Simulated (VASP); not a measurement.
# Ir (Fm-3m) in VASP: further runs

Ir is run at these levels: PBE; tasks: single point.

Program: VASP 6.6.1. These are calculated values, not measurements. Logs are shortened: lines on timing, memory, paths and dates and some standing lists are left out, and cuts for length are marked.

## 1. The cell of the first run

It takes space group Fm-3m (No. 225, cubic). The conventional cell has a = 3.870 Å, b = 3.870 Å, c = 3.870 Å, α = 90.00°, β = 90.00°, γ = 90.00°. Ir (site symmetry m-3m) has 12 Ir at 2.74 Å within 3.6 Å.

## 2. Single point, PBE

INCAR reads:

```
PREC = Accurate
ENCUT = 520
EDIFF = 1E-6
ISMEAR = 0
SIGMA = 0.1
LREAL = False
LASPH = True
NELM = 60
ALGO = Normal
ISIF = 2
LWAVE = False
LCHARG = False
GGA = PE
NBANDS = 10
```

KPOINTS reads:

```
regular mesh
0
Gamma
  18 18 18
```

POSCAR reads:

```
Ir
1.0
    0.0000000000      1.9351816027      1.9351816027
    1.9351816027      0.0000000000      1.9351816027
    1.9351816027      1.9351816027      0.0000000000
Ir
1
Direct
    0.0000000000      0.0000000000      0.0000000000
```

Potentials or basis: VASP PAW PBE potentials, release 64 (Ir).

Command:

```
$ cat potpaw_PBE.64/Ir/POTCAR > POTCAR
$ mpirun -np 1 vasp_std > vasp.out
```

OUTCAR:

```text
PREC = Accurate
   ENCUT = 520
   EDIFF = 1E-6
   ISMEAR = 0
   LREAL = False
   LASPH = True
   NELM = 60
   ISIF = 2
   GGA = PE

 ion  position               nearest neighbor table
   1  0.000  0.000  0.000-

  LATTYP: Found a face centered cubic cell.
 ALAT       =     3.8703632054

  Lattice vectors:

 A1 = (   0.0000000000,   1.9351816027,   1.9351816027)
 A2 = (   1.9351816027,   0.0000000000,   1.9351816027)
 A3 = (   1.9351816027,   1.9351816027,   0.0000000000)

Analysis of symmetry for initial positions (statically):
=====================================================================
 Subroutine PRICEL returns:
 Original cell was already a primitive cell.

 Routine SETGRP: Setting up the symmetry group for a
 face centered cubic supercell.

 Subroutine GETGRP returns: Found 48 space group operations
 (whereof 48 operations were pure point group operations)
 out of a pool of 48 trial point group operations.

The static configuration has the point symmetry O_h .

Analysis of symmetry for dynamics (positions and initial velocities):
=====================================================================
 Subroutine PRICEL returns:
 Original cell was already a primitive cell.

 Routine SETGRP: Setting up the symmetry group for a
 face centered cubic supercell.

 Subroutine GETGRP returns: Found 48 space group operations
 (whereof 48 operations were pure point group operations)
 out of a pool of 48 trial point group operations.

The dynamic configuration has the point symmetry O_h .

 Subroutine INISYM returns: Found 48 space group operations
 (whereof 48 operations are pure point group operations),
 and found     1 'primitive' translations

----------------------------------------------------------------------------------------

                                     Primitive cell

  volume of cell :      14.4942

  direct lattice vectors                    reciprocal lattice vectors
     0.000000000  1.935181603  1.935181603    -0.258373684  0.258373684  0.258373684
     1.935181603  0.000000000  1.935181603     0.258373684 -0.258373684  0.258373684
     1.935181603  1.935181603  0.000000000     0.258373684  0.258373684 -0.258373684

  length of vectors
     2.736760068  2.736760068  2.736760068     0.447516348  0.447516348  0.447516348

  position of ions in fractional coordinates (direct lattice)
     0.000000000  0.000000000  0.000000000

  ion indices of the primitive-cell ions
   primitive index   ion index
                 1           1

----------------------------------------------------------------------------------------

 KPOINTS: regular mesh

Automatic generation of k-mesh.
 Grid dimensions read from file:
 generate k-points for:   18   18   18

 Generating k-lattice:

  Cartesian coordinates                     Fractional coordinates (reciprocal lattice)
    -0.014354094  0.014354094  0.014354094     0.055555556  0.000000000  0.000000000
     0.014354094 -0.014354094  0.014354094     0.000000000  0.055555556  0.000000000
     0.014354094  0.014354094 -0.014354094     0.000000000  0.000000000  0.055555556

  Length of vectors
     0.024862019  0.024862019  0.024862019

  Shift w.r.t. Gamma in fractional coordinates (k-lattice)
     0.000000000  0.000000000  0.000000000

 Subroutine IBZKPT returns following result:
 ===========================================

 Found    195 irreducible k-points:

 Following reciprocal coordinates:
            Coordinates               Weight
  0.000000  0.000000  0.000000      1.000000
  0.055556  0.000000  0.000000      8.000000
  0.111111  0.000000  0.000000      8.000000
  0.166667  0.000000  0.000000      8.000000
  0.222222  0.000000  0.000000      8.000000
  0.277778  0.000000  0.000000      8.000000
[... 16 lines left out ...]
 -0.277778  0.055556  0.000000     24.000000
 -0.222222  0.055556  0.000000     24.000000
 [... further k-points ...]
   k-points           NKPTS =    195   k-points in BZ     NKDIM =    195   number of bands    NBANDS=     10
   number of dos      NEDOS =    301   number of ions     NIONS =      1
   total plane-waves  NPLWV =   8000
   dimension x,y,z NGX =    20 NGY =   20 NGZ =   20
   dimension x,y,z NGXF=    40 NGYF=   40 NGZF=   40
   ions per type =               1
   NGX,Y,Z   is equivalent  to a cutoff of  12.15, 12.15, 12.15 a.u.
   NGXF,Y,Z  is equivalent  to a cutoff of  24.30, 24.30, 24.30 a.u.
 SYSTEM =  unknown system
   PREC   = accura    normal or accurate (medium, high low for compatibility)
   ISTART =      0    job   : 0-new  1-cont  2-samecut
   ICHARG =      2    charge: 1-file 2-atom 10-const
   ISPIN  =      1    spin polarized calculation?
   LNONCOLLINEAR =      F non collinear calculations
   LSORBIT =      F    spin-orbit coupling
   LASPH  =      T    aspherical Exc in radial PAW
   ENCUT  =  520.0 eV  38.22 Ry    6.18 a.u.   5.09  5.09  5.09*2*pi/ulx,y,z
   NELM   =     60;   NELMIN=  2; NELMDL= -5     # of ELM steps
   EDIFF  = 0.1E-05   stopping-criterion for ELM
   LREAL  =      F    real-space projection
   EDIFFG = 0.1E-04   stopping-criterion for IOM
   NSW    =      0    number of steps for IOM
   IBRION =     -1    ionic relax: 0-MD 1-quasi-New 2-CG
   NFREE  =      0    steps in history (QN), initial steepest desc. (CG)
   ISIF   =      2    stress and relaxation
   ISYM   =      2    0-nonsym 1-usesym 2-fastsym
   POTIM  = 0.5000    time-step for ionic-motion
   TEBEG  =    0.0;   TEEND  =   0.0 temperature during run
   PSTRESS=    0.0 pullay stress
   NELECT =       9.0000    total number of electrons
   NUPDOWN=      -1.0000    fix difference up-down
   EMIN   =  10.00;   EMAX   =-10.00  energy-range for DOS
   EFERMI =   0.00;   METHOD = LEGACY
   ISMEAR =     0;   SIGMA  =   0.10  broadening in eV -4-tet -1-fermi 0-gaus
   EFERMI_NEDOS =   21; number of points for ismear=-14 and -15
   IALGO  =     38    algorithm
   IMIX   =      4    mixing-type and parameters
     AMIX     =   0.40;   BMIX     =  1.00
     AMIX_MAG =   1.60;   BMIX_MAG =  1.00
  volume/ion in A,a.u.               =      14.49        97.81
  Fermi-wavevector in a.u.,A,eV,Ry     =   1.396660  2.639304 26.540319  1.950658
  Thomas-Fermi vector in A             =   2.519992
   LORBIT       =      0    0 simple, 1 ext, 2 COOP (PROOUT), +10 PAW based schemes
   GGA     = PE    functional components
   LHFCALC =     F    Hartree Fock is set to
   AEXX    =    0.0000 exact exchange contribution
   IVDW    =     0    specifies the selected vdW correction
   LEPSILON=     F    determine dielectric tensor
   LRPA    =     F    only Hartree local field effects (RPA)
 non-spin polarized calculation
 Gauss-broadening in eV      SIGMA  =   0.10
  energy-cutoff  :      520.00
  volume of cell :       14.49
 maximum number of plane-waves:       397
   NGX = 11   NGY = 11   NGZ = 11

 number of electron       9.0000000 magnetization

 Free energy of the ion-electron system (eV)
  ---------------------------------------------------
  ext. energy  EPLUGINS =         0.00000000
  ---------------------------------------------------
  free energy    TOTEN  =        -8.85374784 eV

  energy without entropy =       -8.84838831  energy(sigma->0) =       -8.85106808

 E-fermi :  10.0209     XC(G=0): -13.8440

 val. band max:       10.0181439479   @ k =   0.5000   0.2222   0.1111
 cond. band min:      10.0253444820   @ k =   0.3333   0.1111   0.0556
 fundamental gap:      0.0072005341
 Fermi energy:        10.0208909179

 k-point     1 :       0.0000    0.0000    0.0000
  band No.  band energies     occupation
      1      -0.8697      2.00000
      2       6.2459      2.00000
      3       6.2459      2.00000
      4       6.2459      2.00000
      5       8.8324      2.00000
      6       8.8324      2.00000
      7      24.3613      0.00000
      8      29.8036      0.00000
      9      29.8036      0.00000
     10      29.8036      0.00000

 k-point     2 :       0.0556    0.0000    0.0000
  band No.  band energies     occupation
      1      -0.7356      2.00000
      2       6.1750      2.00000
      3       6.3039      2.00000
      4       6.3039      2.00000
      5       8.7954      2.00000
      6       8.7954      2.00000
      7      24.5908      0.00000
      8      29.0655      0.00000
      9      30.0216      0.00000
     10      30.0216      0.00000

 k-point     3 :       0.1111    0.0000    0.0000
  band No.  band energies     occupation
      1      -0.3466      2.00000
      2       5.9928      2.00000
      3       6.4558      2.00000
      4       6.4558      2.00000
      5       8.7149      2.00000
      6       8.7149      2.00000
      7      25.2209      0.00000
      8      27.6152      0.00000
      9      30.6551      0.00000
     10      30.6551      0.00000

 k-point     4 :       0.1667    0.0000    0.0000
  band No.  band energies     occupation
      1       0.2511      2.00000
      2       5.7854      2.00000
      3       6.6264      2.00000
      4       6.6264      2.00000
      5       8.6855      2.00000
      6       8.6855      2.00000
      7      25.8968      0.00000
      8      26.2152      0.00000
      9      31.6418      0.00000
     10      31.6418      0.00000
[... 222 lines left out ...]
 k-point    22 :      -0.3333    0.0556    0.0000
  band No.  band energies     occupation
      1       2.1736      2.00000
      2       6.3378      2.00000
      3       6.4734      2.00000
      4       6.7352      2.00000
      5       9.6275      2.00000
      6      10.4935      0.00000
      7      20.5078      0.00000
      8      25.2825      0.00000
      9      30.4334      0.00000
     10      32.4890      0.00000

 k-point    23 :      -0.2778    0.0556    0.0000
  band No.  band energies     occupation
      1       1.8777      2.00000
      2       5.9275      2.00000
      3       6.5454      2.00000
      4       6.6489      2.00000
      5       9.0283      2.00000
      6       9.9062      1.89504
      7      22.3630      0.00000
      8      26.2112      0.00000
      9      31.4417      0.00000
     10      33.5857      0.00000

 k-point    24 :      -0.2222    0.0556    0.0000
  band No.  band energies     occupation
      1       1.3028      2.00000
      2       5.6010      2.00000
      3       6.6873      2.00000
      4       6.7765      2.00000
      5       8.5614      2.00000
      6       9.3860      2.00000
      7      24.0460      0.00000
      8      26.8200      0.00000
      9      31.7793      0.00000
     10      33.0171      0.00000

 [... further k-points ...]
[... 5 lines left out ...]
  --------------------------------------------------------------------------------------
  -------------------------------------------------------------------------------------
  Total        0.0506319      0.0506319      0.0506319      0.0000000      0.0000000     -0.0000000
  in kB        5.5967934      5.5967934      5.5967934      0.0000000      0.0000000     -0.0000000
  external PRESSURE =       5.5967934 kB  Pullay stress =       0.0000000 kB

 VOLUME and BASIS-vectors are now :
 -----------------------------------------------------------------------------
  energy-cutoff  :      520.00
  volume of cell :       14.49
      direct lattice vectors                 reciprocal lattice vectors
     0.000000000  1.935181603  1.935181603    -0.258373684  0.258373684  0.258373684
     1.935181603  0.000000000  1.935181603     0.258373684 -0.258373684  0.258373684
     1.935181603  1.935181603  0.000000000     0.258373684  0.258373684 -0.258373684

 POSITION                                       TOTAL-FORCE (eV/Angst)
 -----------------------------------------------------------------------------------
      0.00000      0.00000      0.00000         0.000000      0.000000      0.000000
 -----------------------------------------------------------------------------------
    total drift:                                0.000000      0.000000     -0.000000

  FREE ENERGIE OF THE ION-ELECTRON SYSTEM (eV)
  ---------------------------------------------------
  free  energy   TOTEN  =        -8.8537478449 eV

  energy  without entropy=       -8.8483883114  energy(sigma->0) =       -8.85106808
```

Wall time 8.5 s (1 thread of Intel Xeon 6975P-C (Granite Rapids), shared host); peak memory 0.14 GiB.

Results:

```
Free energy : -8.8537 eV
Pressure    : 0.6 GPa
```

Levels at points of the mesh, in eV from the Fermi level:
| k point | band 2 | band 3 | band 4 | band 5 | band 6 | band 7 |
| --- | --- | --- | --- | --- | --- | --- |
| (0.00, 0.00, 0.00) | -3.77 | -3.77 | -3.77 | -1.19 | -1.19 | 14.34 |
| (0.50, 0.00, 0.00) | -3.87 | -3.87 | -0.73 | 0.82 | 0.82 | 6.99 |
| (0.50, 0.50, 0.00) | -7.11 | 0.79 | 1.38 | 1.38 | 1.67 | 10.15 |

Caveat: spin-orbit coupling is left out, which moves the levels of the heavy elements.

## 3. Single point, PBE

INCAR reads:

```
SYSTEM = Ir
PREC = Accurate ; ENCUT = 520
EDIFF = 1E-6 ; ISMEAR = 0
SIGMA = 0.15 ; LREAL = .False.
LASPH = .True. ; NELM = 60
ALGO = Normal ; ISIF = 2
LWAVE = .False. ; LCHARG = .True.
GGA = PE ; LELF = .True.
LVHAR = .True. ; NBANDS = 10
```

KPOINTS reads:

```
Automatic mesh
0
Gamma
  20 20 20
  0 0 0
```

POSCAR is that of step 2.

Potentials or basis: VASP PAW PBE potentials, release 64 (Ir).

Command:

```
$ cat potpaw_PBE.64/Ir/POTCAR > POTCAR
$ mpirun -np 1 vasp_std > vasp.out
```

OUTCAR:

```text
SYSTEM = Ir
   PREC = Accurate
   ENCUT = 520
   EDIFF = 1E-6
   ISMEAR = 0
   LREAL = .False.
   LASPH = .True.
   NELM = 60
   ISIF = 2
   GGA = PE

 ion  position               nearest neighbor table
   1  0.000  0.000  0.000-

  LATTYP: Found a face centered cubic cell.
 ALAT       =     3.8703632054

  Lattice vectors:

 A1 = (   0.0000000000,   1.9351816027,   1.9351816027)
 A2 = (   1.9351816027,   0.0000000000,   1.9351816027)
 A3 = (   1.9351816027,   1.9351816027,   0.0000000000)

Analysis of symmetry for initial positions (statically):
=====================================================================
 Subroutine PRICEL returns:
 Original cell was already a primitive cell.

 Routine SETGRP: Setting up the symmetry group for a
 face centered cubic supercell.

 Subroutine GETGRP returns: Found 48 space group operations
 (whereof 48 operations were pure point group operations)
 out of a pool of 48 trial point group operations.

The static configuration has the point symmetry O_h .

Analysis of symmetry for dynamics (positions and initial velocities):
=====================================================================
 Subroutine PRICEL returns:
[... 156 lines left out ...]

 val. band max:        9.9330873779   @ k =   0.3500   0.0000   0.0000
 cond. band min:       9.9431282445   @ k =  -0.3500   0.3000   0.0000
 fundamental gap:      0.0100408666
 Fermi energy:         9.9418509387

 k-point     1 :       0.0000    0.0000    0.0000
  band No.  band energies     occupation
      1      -0.8695      2.00000
      2       6.2434      2.00000
      3       6.2434      2.00000
      4       6.2434      2.00000
      5       8.8290      2.00000
      6       8.8290      2.00000
      7      24.3627      0.00000
      8      29.8038      0.00000
      9      29.8038      0.00000
     10      29.8038      0.00000
[... 287 lines left out ...]
 k-point    24 :      -0.3500    0.0500    0.0000
  band No.  band energies     occupation
      1       2.1871      2.00000
      2       6.3060      2.00000
      3       6.4119      2.00000
      4       7.0349      2.00000
      5       9.8190      1.75321
      6      10.5713      0.00000
      7      19.9937      0.00000
      8      25.0309      0.00000
      9      30.3218      0.00000
     10      31.9739      0.00000

 [... further k-points ...]
[... 5 lines left out ...]
  --------------------------------------------------------------------------------------
  -------------------------------------------------------------------------------------
  Total        0.0456666      0.0456666      0.0456666     -0.0000000      0.0000000     -0.0000000
  in kB        5.0479380      5.0479380      5.0479380     -0.0000000      0.0000000     -0.0000000
  external PRESSURE =       5.0479380 kB  Pullay stress =       0.0000000 kB

 VOLUME and BASIS-vectors are now :
 -----------------------------------------------------------------------------
  energy-cutoff  :      520.00
  volume of cell :       14.49
      direct lattice vectors                 reciprocal lattice vectors
     0.000000000  1.935181603  1.935181603    -0.258373684  0.258373684  0.258373684
     1.935181603  0.000000000  1.935181603     0.258373684 -0.258373684  0.258373684
     1.935181603  1.935181603  0.000000000     0.258373684  0.258373684 -0.258373684

 POSITION                                       TOTAL-FORCE (eV/Angst)
 -----------------------------------------------------------------------------------
      0.00000      0.00000      0.00000         0.000000      0.000000     -0.000000
 -----------------------------------------------------------------------------------
    total drift:                                0.000000      0.000000     -0.000000

  FREE ENERGIE OF THE ION-ELECTRON SYSTEM (eV)
  ---------------------------------------------------
  free  energy   TOTEN  =        -8.8577825404 eV

  energy  without entropy=       -8.8498866513  energy(sigma->0) =       -8.85383460
```

OSZICAR:

```text
N       E                     dE             d eps       ncg     rms          rms(c)
DAV:   1     0.491153041235E+02    0.49115E+02   -0.43498E+03  5160   0.815E+02
DAV:   2    -0.846377922742E+01   -0.57579E+02   -0.54750E+02  5264   0.198E+02
DAV:   3    -0.941625110776E+01   -0.95247E+00   -0.94939E+00  5942   0.308E+01
DAV:   4    -0.942522914220E+01   -0.89780E-02   -0.89765E-02  5802   0.278E+00
DAV:   5    -0.942540878376E+01   -0.17964E-03   -0.17964E-03  5866   0.376E-01    0.143E+01
DAV:   6    -0.894773306653E+01    0.47768E+00   -0.86645E-01  5726   0.114E+01    0.574E+00
DAV:   7    -0.886376997794E+01    0.83963E-01   -0.26406E-01  6096   0.577E+00    0.147E+00
DAV:   8    -0.886085914325E+01    0.29108E-02   -0.21324E-03  5524   0.480E-01    0.103E+00
DAV:   9    -0.885777578963E+01    0.30834E-02   -0.19370E-03  5802   0.609E-01    0.134E-02
DAV:  10    -0.885778153401E+01   -0.57444E-05   -0.10736E-05  6998   0.297E-02    0.250E-02
DAV:  11    -0.885778256208E+01   -0.10281E-05   -0.84621E-07  3834   0.107E-02    0.867E-04
DAV:  12    -0.885778254036E+01    0.21719E-07   -0.30317E-08  2732   0.198E-03
   1 F= -.88577825E+01 E0= -.88538346E+01  d E =-.789589E-02
```

stdout:

```text
POSCAR found type information on POSCAR Ir
 POSCAR found :  1 types and       1 ions
 scaLAPACK will be used
 LDA part: xc-table for (Slater+PW92), standard interpolation
 POSCAR, INCAR and KPOINTS ok, starting setup
 FFT: planning ... GRIDC
 FFT: planning ... GRID_SOFT
 FFT: planning ... GRID
 WAVECAR not read
 entering main loop
```

Wall time 12 s (1 thread of Intel Xeon 6975P-C (Granite Rapids), shared host); peak memory 0.16 GiB.

What came out:

```
Free energy : -8.8578 eV
Pressure    : 0.5 GPa
```

Caveat: spin-orbit coupling is left out, which moves the levels of the heavy elements.
